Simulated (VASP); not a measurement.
A run of VASP 6.6.1 is set up as follows.

Contents of INCAR:

```
SYSTEM = SnO
PREC = Accurate
ENCUT = 520
EDIFF = 1E-6
ISMEAR = 0
SIGMA = 0.15
LREAL = .FALSE.
LASPH = .TRUE.
NELM = 80
ALGO = Normal
ISIF = 2
LWAVE = .FALSE.
LCHARG = .TRUE.
GGA = PS
IVDW = 12
LELF = .TRUE.
LVHAR = .TRUE.
NBANDS = 28
```

Contents of KPOINTS:

```
Automatic mesh
0
G
  12 12 10
  0 0 0
```

Contents of POSCAR:

```
SnO
1.0
    3.8020000000      0.0000000000      0.0000000000
    0.0000000000      3.8020000000      0.1188125000
    0.0000000000      0.1511250000      4.8360000000
Sn O
2 2
Direct
    0.0000000000      0.5000000000      0.2385000000
    0.5000000000      0.0000000000      0.7615000000
    0.0000000000      0.0000000000      0.0000000000
    0.5000000000      0.5000000000      0.0000000000
```

Potentials or basis: VASP PAW PBE potentials, release 64 (Sn_d, O).

Launch:

```console
$ cat potpaw_PBE.64/Sn_d/POTCAR potpaw_PBE.64/O/POTCAR > POTCAR
$ mpirun -np 1 vasp_std > vasp.out
```

(1) Estimate the largest force.

(2) What does it give for the pressure?

## Answers

(1) 0.439 eV/Å.

(2) -1.4 GPa.

Caveat: the cell differs from its parent crystal (strain +0.0625 x Voigt [0, 0, 0, 1, 0, 0]); the PAW data sets were made with another functional, which shifts forces and pressure a little.
